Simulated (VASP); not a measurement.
Write the native input for VASP 6.6.1 that does the following.

```yaml
Task: single point
Functional: PBE
Potentials_or_basis: VASP PAW PBE potentials, release 64 (Zr_sv, Cd, C)
Cutoff: 520 eV
k_mesh: 4 × 4 × 4
Occupations: gaussian, width 0.1 eV
Spin: no spin polarisation
Dipole_correction: no
Further_INCAR_settings: ALGO = Normal; EDIFF = 1e-06; NBANDS = 34
```

The structure of Zr3CdC lies in POSCAR:

```
Zr3CdC
1.0
    4.4053362300      0.0000000000      0.0000000000
    0.0000000000      4.4053362300      0.0000000000
    0.0000000000      0.0000000000      4.4053362300
Zr Cd C
3 1 1
Direct
    0.0000000000      0.5000000000      0.5000000000
    0.5000000000      0.0000000000      0.5000000000
    0.5000000000      0.5000000000      0.0000000000
    0.0000000000      0.0000000000      0.0000000000
    0.5000000000      0.5000000000      0.5000000000
```

The input as run:

INCAR

```
SYSTEM = Zr3CdC
ALGO = Normal
EDIFF = 1E-6
ENCUT = 520
GGA = PE
ISIF = 2
ISMEAR = 0
LASPH = .TRUE.
LCHARG = .TRUE.
LELF = .TRUE.
LREAL = .FALSE.
LVHAR = .TRUE.
LWAVE = .FALSE.
NBANDS = 34
NELM = 80
PREC = Accurate
SIGMA = 0.1
```

KPOINTS

```
k-points
0
G
  4 4 4
  0 0 0
```

Potentials or basis: VASP PAW PBE potentials, release 64 (Zr_sv, Cd, C).

The run is started by

```console
$ cat potpaw_PBE.64/Zr_sv/POTCAR potpaw_PBE.64/Cd/POTCAR potpaw_PBE.64/C/POTCAR > POTCAR
$ mpirun -np 1 vasp_std > vasp.out
```

It gave:

| Quantity | Value |
| --- | --- |
| Pressure | 18.2 GPa |
| Band gap on the k mesh | zero (band 26 reaches 9.50 eV, above the bottom of band 27 at 7.94 eV) |

Run time: 55 s on 1 thread of Intel(R) Xeon(R) Platinum 8375C CPU @ 2.90GHz (Ice Lake), on a shared host, peak memory 0.21 GiB.
